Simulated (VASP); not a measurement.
# SnSe2 (P-3m1) in VASP: further runs

SnSe2 is run at these levels: PBE+D3(BJ); tasks: single point.

All numbers are computed with VASP 6.6.1; they aren't measurements. Logs are shortened: lines on timing, memory, paths and dates and some standing lists are left out, and cuts for length are marked.

## Step 1: The cell of the first run

The structure is trigonal, space group P-3m1 (No. 164). Conventional cell: a = 3.659 Å, b = 3.659 Å, c = 6.137 Å, α = 90.00°, β = 90.00°, γ = 120.00°. Sn (site symmetry -3m) has 6 Se at 2.61 Å within 3.4 Å. Within 3.4 Å of Se (site symmetry 3m) lie 3 Sn at 2.61 Å.

## Step 2: Single point, PBE+D3(BJ) (strain -0.040 along x and y, +0.000 along z)

INCAR

```
PREC = Accurate
ENCUT = 520
EDIFF = 1E-7
ISMEAR = 0
SIGMA = 0.05
LREAL = False
LASPH = True
NELM = 80
ALGO = Normal
ISIF = 2
LWAVE = False
LCHARG = False
GGA = PE
IVDW = 12
NBANDS = 20
```

KPOINTS

```
regular mesh
0
Gamma
  9 9 6
```

POSCAR

```
SnSe2
1.0
    3.6585588303      0.0000000000      0.0000000000
   -1.8292794152      3.1684048883      0.0000000000
    0.0000000000      0.0000000000      6.1370000000
Sn Se
1 2
Direct
    0.0000000000      0.0000000000      0.0000000000
    0.3333333333      0.6666666667      0.2500000000
    0.6666666667      0.3333333333      0.7500000000
```

Potentials or basis: VASP PAW PBE potentials, release 64 (Sn_d, Se).

Command:

```console
$ cat potpaw_PBE.64/Sn_d/POTCAR potpaw_PBE.64/Se/POTCAR > POTCAR
$ mpirun -np 1 vasp_std > vasp.out
```

OUTCAR:

```text
PREC = Accurate
   ENCUT = 520
   EDIFF = 1E-7
   ISMEAR = 0
   LREAL = False
   LASPH = True
   NELM = 80
   ISIF = 2
   GGA = PE
   IVDW = 12
 IVDW          = 12

 ion  position               nearest neighbor table
   1  0.000  0.000  0.000-   2 2.61   3 2.61   3 2.61   2 2.61   3 2.61   2 2.61
   2  0.333  0.667  0.250-   1 2.61   1 2.61   1 2.61
   3  0.667  0.333  0.750-   1 2.61   1 2.61   1 2.61

  LATTYP: Found a hexagonal cell.
 ALAT       =     3.6585588303
 C/A-ratio  =     1.6774364674

  Lattice vectors:

 A1 = (   3.6585588303,   0.0000000000,   0.0000000000)
 A2 = (  -1.8292794152,   3.1684048883,   0.0000000000)
 A3 = (   0.0000000000,   0.0000000000,   6.1370000000)

Analysis of symmetry for initial positions (statically):
=====================================================================
 Subroutine PRICEL returns:
 Original cell was already a primitive cell.

 Routine SETGRP: Setting up the symmetry group for a
 hexagonal supercell.

 Subroutine GETGRP returns: Found 12 space group operations
 (whereof 12 operations were pure point group operations)
 out of a pool of 24 trial point group operations.

The static configuration has the point symmetry D_3d.

Analysis of symmetry for dynamics (positions and initial velocities):
=====================================================================
 Subroutine PRICEL returns:
 Original cell was already a primitive cell.

 Routine SETGRP: Setting up the symmetry group for a
 hexagonal supercell.

 Subroutine GETGRP returns: Found 12 space group operations
 (whereof 12 operations were pure point group operations)
 out of a pool of 24 trial point group operations.

The dynamic configuration has the point symmetry D_3d.

 Subroutine INISYM returns: Found 12 space group operations
 (whereof 12 operations are pure point group operations),
 and found     1 'primitive' translations

----------------------------------------------------------------------------------------

                                     Primitive cell

  volume of cell :      71.1389

  direct lattice vectors                    reciprocal lattice vectors
     3.658558830  0.000000000  0.000000000     0.273331671  0.157808114  0.000000000
    -1.829279415  3.168404888  0.000000000     0.000000000  0.315616228  0.000000000
     0.000000000  0.000000000  6.137000000     0.000000000  0.000000000  0.162946065

  length of vectors
     3.658558830  3.658558830  6.137000000     0.315616228  0.315616228  0.162946065

  position of ions in fractional coordinates (direct lattice)
     0.000000000  0.000000000  0.000000000
     0.333333333  0.666666667  0.250000000
     0.666666667  0.333333333  0.750000000

  ion indices of the primitive-cell ions
   primitive index   ion index
                 1           1
                 2           2
                 3           3

----------------------------------------------------------------------------------------

 KPOINTS: regular mesh

Automatic generation of k-mesh.
 Grid dimensions read from file:
 generate k-points for:    9    9    6

 Generating k-lattice:

  Cartesian coordinates                     Fractional coordinates (reciprocal lattice)
     0.030370186  0.017534235  0.000000000     0.111111111 -0.000000000  0.000000000
     0.000000000  0.035068470  0.000000000     0.000000000  0.111111111  0.000000000
     0.000000000  0.000000000  0.027157677     0.000000000  0.000000000  0.166666667

  Length of vectors
     0.035068470  0.035068470  0.027157677

  Shift w.r.t. Gamma in fractional coordinates (k-lattice)
     0.000000000  0.000000000  0.000000000

 Subroutine IBZKPT returns following result:
 ===========================================

 Found     62 irreducible k-points:

 Following reciprocal coordinates:
            Coordinates               Weight
  0.000000  0.000000  0.000000      1.000000
  0.111111  0.000000  0.000000      6.000000
  0.222222  0.000000  0.000000      6.000000
  0.333333  0.000000  0.000000      6.000000
  0.444444  0.000000  0.000000      6.000000
  0.111111  0.111111  0.000000      6.000000
[... 16 lines left out ...]
  0.222222  0.111111  0.166667     12.000000
 -0.111111  0.333333  0.166667     12.000000
 [... further k-points ...]
   k-points           NKPTS =     62   k-points in BZ     NKDIM =     62   number of bands    NBANDS=     20
   number of dos      NEDOS =    301   number of ions     NIONS =      3
   total plane-waves  NPLWV =  37632
   dimension x,y,z NGX =    28 NGY =   28 NGZ =   48
   dimension x,y,z NGXF=    56 NGYF=   56 NGZF=   96
   ions per type =               1   2
   NGX,Y,Z   is equivalent  to a cutoff of  12.72, 12.72, 13.00 a.u.
   NGXF,Y,Z  is equivalent  to a cutoff of  25.45, 25.45, 26.01 a.u.
 SYSTEM =  unknown system
   PREC   = accura    normal or accurate (medium, high low for compatibility)
   ISTART =      0    job   : 0-new  1-cont  2-samecut
   ICHARG =      2    charge: 1-file 2-atom 10-const
   ISPIN  =      1    spin polarized calculation?
   LNONCOLLINEAR =      F non collinear calculations
   LSORBIT =      F    spin-orbit coupling
   LASPH  =      T    aspherical Exc in radial PAW
   ENCUT  =  520.0 eV  38.22 Ry    6.18 a.u.   6.80  6.80 11.41*2*pi/ulx,y,z
   NELM   =     80;   NELMIN=  2; NELMDL= -5     # of ELM steps
   EDIFF  = 0.1E-06   stopping-criterion for ELM
   LREAL  =      F    real-space projection
   EDIFFG = 0.1E-05   stopping-criterion for IOM
   NSW    =      0    number of steps for IOM
   IBRION =     -1    ionic relax: 0-MD 1-quasi-New 2-CG
   NFREE  =      0    steps in history (QN), initial steepest desc. (CG)
   ISIF   =      2    stress and relaxation
   ISYM   =      2    0-nonsym 1-usesym 2-fastsym
   POTIM  = 0.5000    time-step for ionic-motion
   TEBEG  =    0.0;   TEEND  =   0.0 temperature during run
   PSTRESS=    0.0 pullay stress
   NELECT =      26.0000    total number of electrons
   NUPDOWN=      -1.0000    fix difference up-down
   EMIN   =  10.00;   EMAX   =-10.00  energy-range for DOS
   EFERMI =   0.00;   METHOD = LEGACY
   ISMEAR =     0;   SIGMA  =   0.05  broadening in eV -4-tet -1-fermi 0-gaus
   EFERMI_NEDOS =   21; number of points for ismear=-14 and -15
   IALGO  =     38    algorithm
   IMIX   =      4    mixing-type and parameters
     AMIX     =   0.40;   BMIX     =  1.00
     AMIX_MAG =   1.60;   BMIX_MAG =  1.00
  volume/ion in A,a.u.               =      23.71       160.02
  Fermi-wavevector in a.u.,A,eV,Ry     =   1.170479  2.211885 18.640272  1.370021
  Thomas-Fermi vector in A             =   2.306937
   LORBIT       =      0    0 simple, 1 ext, 2 COOP (PROOUT), +10 PAW based schemes
   GGA     = PE    functional components
   LHFCALC =     F    Hartree Fock is set to
   AEXX    =    0.0000 exact exchange contribution
   IVDW    =    12    specifies the selected vdW correction
   LEPSILON=     F    determine dielectric tensor
   LRPA    =     F    only Hartree local field effects (RPA)
 non-spin polarized calculation
 Gauss-broadening in eV      SIGMA  =   0.05
  energy-cutoff  :      520.00
  volume of cell :       71.14
 maximum number of plane-waves:      1943
   NGX = 13   NGY = 13   NGZ = 23

 number of electron      26.0000007 magnetization

 Free energy of the ion-electron system (eV)
  ---------------------------------------------------
  ext. energy  EPLUGINS =         0.00000000
  ---------------------------------------------------
  free energy    TOTEN  =       -11.41193689 eV

  energy without entropy =      -11.41193689  energy(sigma->0) =      -11.41193689

 E-fermi :   5.3661     XC(G=0):  -9.8287

 val. band max:        5.1128002266   @ k =   0.1111   0.0000   0.1667
 cond. band min:       5.8523188336   @ k =   0.0000   0.4444   0.3333
 fundamental gap:      0.7395186070
 Fermi energy:         5.3660855938

 k-point     1 :       0.0000    0.0000    0.0000
  band No.  band energies     occupation
      1     -16.3023      2.00000
      2     -16.3023      2.00000
      3     -16.2397      2.00000
      4     -16.2198      2.00000
      5     -16.2198      2.00000
      6      -9.5757      2.00000
[... 12 lines left out ...]
     19      14.2339      0.00000
     20      14.2339      0.00000

 k-point     2 :       0.1111    0.0000    0.0000
  band No.  band energies     occupation
      1     -16.3112      2.00000
      2     -16.2952      2.00000
      3     -16.2344      2.00000
      4     -16.2248      2.00000
      5     -16.2190      2.00000
      6      -9.4312      2.00000
[... 12 lines left out ...]
     19      13.4115      0.00000
     20      14.3912      0.00000

 k-point     3 :       0.2222    0.0000    0.0000
  band No.  band energies     occupation
      1     -16.3368      2.00000
      2     -16.2803      2.00000
      3     -16.2390      2.00000
      4     -16.2164      2.00000
      5     -16.2140      2.00000
      6      -9.0108      2.00000
[... 12 lines left out ...]
     19      13.4218      0.00000
     20      14.7753      0.00000

 k-point     4 :       0.3333    0.0000    0.0000
  band No.  band energies     occupation
      1     -16.3684      2.00000
      2     -16.2704      2.00000
      3     -16.2508      2.00000
      4     -16.2011      2.00000
      5     -16.1976      2.00000
      6      -8.3730      2.00000
[... 12 lines left out ...]
     19      14.4306      0.00000
     20      14.9057      0.00000

 k-point     5 :       0.4444    0.0000    0.0000
  band No.  band energies     occupation
      1     -16.3895      2.00000
      2     -16.2677      2.00000
      3     -16.2580      2.00000
      4     -16.1887      2.00000
      5     -16.1853      2.00000
      6      -7.7132      2.00000
[... 12 lines left out ...]
     19      15.0764      0.00000
     20      15.6740      0.00000
[... 353 lines left out ...]
      6      -7.6879      2.00000
[... 12 lines left out ...]
     19      14.2801      0.00000
     20      16.2134      0.00000

 k-point    22 :       0.1111    0.1111    0.1667
  band No.  band energies     occupation
      1     -16.3260      2.00000
      2     -16.2875      2.00000
      3     -16.2323      2.00000
      4     -16.2265      2.00000
      5     -16.2138      2.00000
      6      -9.1123      2.00000
[... 12 lines left out ...]
     19      13.1412      0.00000
     20      13.9883      0.00000

 k-point    23 :       0.2222    0.1111    0.1667
  band No.  band energies     occupation
      1     -16.3504      2.00000
      2     -16.2803      2.00000
      3     -16.2420      2.00000
      4     -16.2173      2.00000
      5     -16.1980      2.00000
      6      -8.5802      2.00000
[... 12 lines left out ...]
     19      13.1991      0.00000
     20      14.9688      0.00000

 k-point    24 :      -0.1111    0.3333    0.1667
  band No.  band energies     occupation
      1     -16.3504      2.00000
      2     -16.2803      2.00000
      3     -16.2421      2.00000
      4     -16.2172      2.00000
      5     -16.1980      2.00000
      6      -8.5790      2.00000
[... 12 lines left out ...]
     19      12.6745      0.00000
     20      14.6221      0.00000

 [... further k-points ...]

------------------------ aborting loop because EDIFF is reached ----------------------------------------

 Edisp (eV)   -1.17711

 E8    (eV) :    -0.5143

  FORCE on cell =-STRESS in cart. coord.  units (eV):
  Direction    XX          YY          ZZ          XY          YZ          ZX
  --------------------------------------------------------------------------------------
  -------------------------------------------------------------------------------------
  Total       5.00996     5.00996     4.31332    -0.00000     0.00000    -0.00000
  in kB     112.83341   112.83341    97.14395    -0.00000     0.00000    -0.00000
  external pressure =      107.60 kB  Pullay stress =        0.00 kB

 VOLUME and BASIS-vectors are now :
 -----------------------------------------------------------------------------
  energy-cutoff  :      520.00
  volume of cell :       71.14
      direct lattice vectors                 reciprocal lattice vectors
     3.658558830  0.000000000  0.000000000     0.273331671  0.157808114  0.000000000
    -1.829279415  3.168404888  0.000000000     0.000000000  0.315616228  0.000000000
     0.000000000  0.000000000  6.137000000     0.000000000  0.000000000  0.162946065

 POSITION                                       TOTAL-FORCE (eV/Angst)
 -----------------------------------------------------------------------------------
      0.00000      0.00000      0.00000         0.000000      0.000000      0.000000
     -0.00000      2.11227      1.53425        -0.000000      0.000000      1.448539
      1.82928      1.05613      4.60275        -0.000000     -0.000000     -1.448539
 -----------------------------------------------------------------------------------
    total drift:                               -0.000000     -0.000000     -0.000000

  FREE ENERGIE OF THE ION-ELECTRON SYSTEM (eV)
  ---------------------------------------------------
  free  energy   TOTEN  =       -12.5890497587 eV

  energy  without entropy=      -12.5890497587  energy(sigma->0) =      -12.58904976
```

Wall time 57 s (1 thread of AMD EPYC 9R45 (Zen 5), shared host); peak memory 0.22 GiB.

Results:

```
Free energy                : -12.5890 eV
Pressure                   : 10.8 GPa
Largest force              : 1.449 eV/Å
Band gap on the k mesh     : 0.74 eV (least direct gap 1.36 eV)
Dispersion energy per atom : -0.392 eV
```

Forces on the atoms (eV/Å):
```
Sn   0.000  0.000  0.000
Se   0.000  0.000  1.449
Se   0.000  0.000 -1.449
```

Stress tensor (GPa, compression positive):
```
11.28  0.00  0.00
 0.00 11.28  0.00
 0.00  0.00  9.71
```

Levels at points of the mesh, in eV from the valence-band top:
```tsv
k point	band 9	band 10	band 11	band 12	band 13	band 14	band 15	band 16	band 17	band 18
(0.00, 0.00, 0.00)	-0.61	-0.61	-0.33	-0.26	-0.26	1.66	3.24	4.92	4.92	7.85
(0.00, 0.00, 0.50)	-2.58	-0.70	-0.70	-0.11	-0.11	3.07	3.26	4.66	4.66	8.23
```

Caveat: the cell differs from its parent crystal (strain -0.040 along x and y, +0.000 along z); the cell stands under pressure; spin-orbit coupling is left out, which moves the levels of the heavy elements; an odd mesh through Γ misses points on the zone boundary, where band edges can lie; forces of over 1 eV/Å act on the atoms, so gaps and moduli don't describe the material at rest.

[end of part 1 of 3]
